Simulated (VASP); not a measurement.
# TaN (Cm) in VASP: single point with PBE

Aim: the single point of TaN with PBE.

Everything below comes from runs of VASP 6.6.1. Logs are shortened: lines on timing, memory, paths and dates and some standing lists are left out, and cuts for length are marked.

## (1) The cell of the first run

The structure is monoclinic, space group Cm (No. 8). Conventional cell: a = 4.358 Å, b = 4.358 Å, c = 3.082 Å, α = 90.00°, β = 135.00°, γ = 90.00°. Ta (site symmetry m) has 4 N at 1.74 to 2.24 Å within 2.3 Å. N (site symmetry m) has 4 Ta at 1.74 to 2.24 Å within 2.3 Å.

## (2) Single point, PBE (atom 2 (N) moved by (-0.450, -0.225) A along y and z)

The input, INCAR:

```
SYSTEM = TaN
  PREC = Accurate
  ENCUT = 520
  EDIFF = 1E-7
  ISMEAR = 0
  SIGMA = 0.02
  LREAL = .FALSE.
  LASPH = .TRUE.
  NELM = 100
  ALGO = Normal
  ISIF = 2
  LWAVE = .FALSE.
  LCHARG = .FALSE.
  GGA = PE
  NBANDS = 15
```

The input, KPOINTS:

```
Automatic mesh
0
G
  18 18 18
  0 0 0
```

The input, POSCAR:

```
TaN
1.0
    0.0000000000      2.1790000000      2.1790000000
    2.1790000000      0.0000000000      2.1790000000
    2.1790000000      2.1790000000      0.0000000000
Ta N
1 1
Direct
    0.5000000000      0.5000000000      0.5000000000
   -0.1548875631      0.0516291877     -0.0516291877
```

Potentials or basis: VASP PAW PBE potentials, release 64 (Ta_pv, N).

Started as:

```console
$ cat potpaw_PBE.64/Ta_pv/POTCAR potpaw_PBE.64/N/POTCAR > POTCAR
$ mpirun -np 1 vasp_std > vasp.out
```

OUTCAR:

```text
SYSTEM = TaN
   PREC = Accurate
   ENCUT = 520
   EDIFF = 1E-7
   ISMEAR = 0
   LREAL = .FALSE.
   LASPH = .TRUE.
   NELM = 100
   ISIF = 2
   GGA = PE

 ion  position               nearest neighbor table
   1  0.500  0.500  0.500-   2 1.74   2 2.01   2 2.24   2 2.24   2 2.45   2 2.64
   2  0.845  0.052  0.948-   1 1.74   1 2.01   1 2.24   1 2.24   1 2.45   1 2.64

  LATTYP: Found a face centered cubic cell.
 ALAT       =     4.3580000000

  Lattice vectors:

 A1 = (   0.0000000000,   2.1790000000,   2.1790000000)
 A2 = (   2.1790000000,   0.0000000000,   2.1790000000)
 A3 = (   2.1790000000,   2.1790000000,   0.0000000000)

Analysis of symmetry for initial positions (statically):
=====================================================================
 Subroutine PRICEL returns:
 Original cell was already a primitive cell.

 Routine SETGRP: Setting up the symmetry group for a
 face centered cubic supercell.

 Subroutine GETGRP returns: Found  2 space group operations
 (whereof  2 operations were pure point group operations)
 out of a pool of 48 trial point group operations.

The static configuration has the point symmetry C_1h.

Analysis of symmetry for dynamics (positions and initial velocities):
=====================================================================
 Subroutine PRICEL returns:
 Original cell was already a primitive cell.

 Routine SETGRP: Setting up the symmetry group for a
 face centered cubic supercell.

 Subroutine GETGRP returns: Found  2 space group operations
 (whereof  2 operations were pure point group operations)
 out of a pool of 48 trial point group operations.

The dynamic configuration has the point symmetry C_1h.

 Subroutine INISYM returns: Found  2 space group operations
 (whereof  2 operations are pure point group operations),
 and found     1 'primitive' translations

----------------------------------------------------------------------------------------

                                     Primitive cell

  volume of cell :      20.6920

  direct lattice vectors                    reciprocal lattice vectors
     0.000000000  2.179000000  2.179000000    -0.229463056  0.229463056  0.229463056
     2.179000000  0.000000000  2.179000000     0.229463056 -0.229463056  0.229463056
     2.179000000  2.179000000  0.000000000     0.229463056  0.229463056 -0.229463056

  length of vectors
     3.081571352  3.081571352  3.081571352     0.397441672  0.397441672  0.397441672

  position of ions in fractional coordinates (direct lattice)
     0.500000000  0.500000000  0.500000000
     0.845112437  0.051629188  0.948370812

  ion indices of the primitive-cell ions
   primitive index   ion index
                 1           1
                 2           2

----------------------------------------------------------------------------------------
[... 87 lines left out ...]
   IALGO  =     38    algorithm
   IMIX   =      4    mixing-type and parameters
     AMIX     =   0.40;   BMIX     =  1.00
     AMIX_MAG =   1.60;   BMIX_MAG =  1.00
  volume/ion in A,a.u.               =      10.35        69.82
  Fermi-wavevector in a.u.,A,eV,Ry     =   1.502615  2.839530 30.719922  2.257851
  Thomas-Fermi vector in A             =   2.613832
   LORBIT       =      0    0 simple, 1 ext, 2 COOP (PROOUT), +10 PAW based schemes
   GGA     = PE    functional components
   LHFCALC =     F    Hartree Fock is set to
   AEXX    =    0.0000 exact exchange contribution
   IVDW    =     0    specifies the selected vdW correction
   LEPSILON=     F    determine dielectric tensor
   LRPA    =     F    only Hartree local field effects (RPA)
 non-spin polarized calculation
 Gauss-broadening in eV      SIGMA  =   0.02
  energy-cutoff  :      520.00
  volume of cell :       20.69
 maximum number of plane-waves:       568
   NGX = 11   NGY = 11   NGZ = 11

 number of electron      16.0000000 magnetization

 Free energy of the ion-electron system (eV)
  ---------------------------------------------------
  ext. energy  EPLUGINS =         0.00000000
  ---------------------------------------------------
  free energy    TOTEN  =       -20.01625225 eV

  energy without entropy =      -20.01607323  energy(sigma->0) =      -20.01616274

 E-fermi :   9.5641     XC(G=0): -13.4786

 val. band max:        9.5613885617   @ k =   0.4444   0.1667  -0.3889
 cond. band min:       9.5641673447   @ k =   0.0556   0.3333   0.2222
 fundamental gap:      0.0027787829
 Fermi energy:         9.5641366189

 k-point     1 :       0.0000    0.0000    0.0000
  band No.  band energies     occupation
      1     -25.9864      2.00000
      2     -25.5580      2.00000
      3     -25.4897      2.00000
      4      -9.2523      2.00000
      5       2.9067      2.00000
      6       3.3890      2.00000
      7       3.5065      2.00000
      8       7.7900      2.00000
      9       9.6425      0.00000
     10      10.7544      0.00000
     11      10.9620      0.00000
     12      12.4629      0.00000
     13      14.4430      0.00000
     14      18.7380      0.00000
[... 401 lines left out ...]
      2     -25.6027      2.00000
      3     -25.5433      2.00000
      4      -8.9901      2.00000
      5       2.3057      2.00000
      6       3.2681      2.00000
      7       3.8089      2.00000
      8       7.9289      2.00000
      9       9.0416      2.00000
     10      10.0246      0.00000
     11      11.9673      0.00000
     12      13.3336      0.00000
     13      15.2005      0.00000
     14      19.6432      0.00000
     15      22.7420      0.00000

 [... further k-points ...]

------------------------ aborting loop because EDIFF is reached ----------------------------------------

  FORCE on cell =-STRESS in cart. coord.  units (eV):
  Direction    XX          YY          ZZ          XY          YZ          ZX
  --------------------------------------------------------------------------------------
  -------------------------------------------------------------------------------------
  Total        2.2060992     17.8041970      5.0868932      0.0000000     -2.7433451      0.0000000
  in kB      170.8181170   1378.5778203    393.8778076      0.0000000   -212.4170339      0.0000000
  external PRESSURE =     647.7579149 kB  Pullay stress =       0.0000000 kB

 VOLUME and BASIS-vectors are now :
 -----------------------------------------------------------------------------
  energy-cutoff  :      520.00
  volume of cell :       20.69
      direct lattice vectors                 reciprocal lattice vectors
     0.000000000  2.179000000  2.179000000    -0.229463056  0.229463056  0.229463056
     2.179000000  0.000000000  2.179000000     0.229463056 -0.229463056  0.229463056
     2.179000000  2.179000000  0.000000000     0.229463056  0.229463056 -0.229463056

 POSITION                                       TOTAL-FORCE (eV/Angst)
 -----------------------------------------------------------------------------------
      2.17900      2.17900      2.17900         0.000000     -9.217556     -1.818573
      2.17900      3.90800      1.95400         0.000000      9.217556      1.818573
 -----------------------------------------------------------------------------------
    total drift:                                0.000000     -0.000095     -0.000021

  FREE ENERGIE OF THE ION-ELECTRON SYSTEM (eV)
  ---------------------------------------------------
  free  energy   TOTEN  =       -20.0162522455 eV

  energy  without entropy=      -20.0160732336  energy(sigma->0) =      -20.01616274
```

OSZICAR:

```text
N       E                     dE             d eps       ncg     rms          rms(c)
DAV:   1     0.918290077136E+02    0.91829E+02   -0.85439E+03 46532   0.110E+03
DAV:   2    -0.205453044027E+02   -0.11237E+03   -0.10617E+03 57287   0.307E+02
DAV:   3    -0.231754347433E+02   -0.26301E+01   -0.26179E+01 51667   0.455E+01
DAV:   4    -0.231852272676E+02   -0.97925E-02   -0.97900E-02 61516   0.299E+00
DAV:   5    -0.231852893359E+02   -0.62068E-04   -0.62066E-04 52485   0.212E-01    0.322E+01
DAV:   6    -0.200782723382E+02    0.31070E+01   -0.64017E+00 59205   0.286E+01    0.133E+01
DAV:   7    -0.200453412957E+02    0.32931E-01   -0.73158E-01 51967   0.690E+00    0.885E+00
DAV:   8    -0.200220702094E+02    0.23271E-01   -0.85523E-02 57581   0.241E+00    0.110E+00
DAV:   9    -0.200163032311E+02    0.57670E-02   -0.14065E-02 52639   0.105E+00    0.234E-01
DAV:  10    -0.200162740132E+02    0.29218E-04   -0.12915E-03 53682   0.403E-01    0.320E-02
DAV:  11    -0.200162523683E+02    0.21645E-04   -0.63904E-05 56727   0.915E-02    0.128E-02
DAV:  12    -0.200162526429E+02   -0.27459E-06   -0.45509E-06 54788   0.224E-02    0.543E-03
DAV:  13    -0.200162522405E+02    0.40242E-06   -0.32989E-07 54368   0.578E-03    0.158E-03
DAV:  14    -0.200162522455E+02   -0.49913E-08   -0.27714E-08 27268   0.183E-03
   1 F= -.20016252E+02 E0= -.20016163E+02  d E =-.179012E-03
```

Run time: 3.1 min. Hardware: 1 thread of Intel Xeon Platinum 8559C (Emerald Rapids), shared host; peak memory 0.56 GiB.

What came out:

- Free energy: -20.0163 eV
- Pressure: 64.8 GPa
- Largest force: 9.395 eV/Å
- Band gap on the k mesh: zero (bands 8 and 9 overlap by 2.91 eV)

Forces in eV/Å, atoms in the order of the input:
```
Ta   0.000 -9.218 -1.819
N    0.000  9.218  1.819
```

Caveat: the cell differs from its parent crystal (atom 2 (N) moved by (-0.450, -0.225) A along y and z); the stress differs along the axes, from 17 to 138 GPa; spin-orbit coupling is left out, which moves the levels of the heavy elements; forces of over 1 eV/Å act on the atoms, so gaps and moduli don't describe the material at rest.
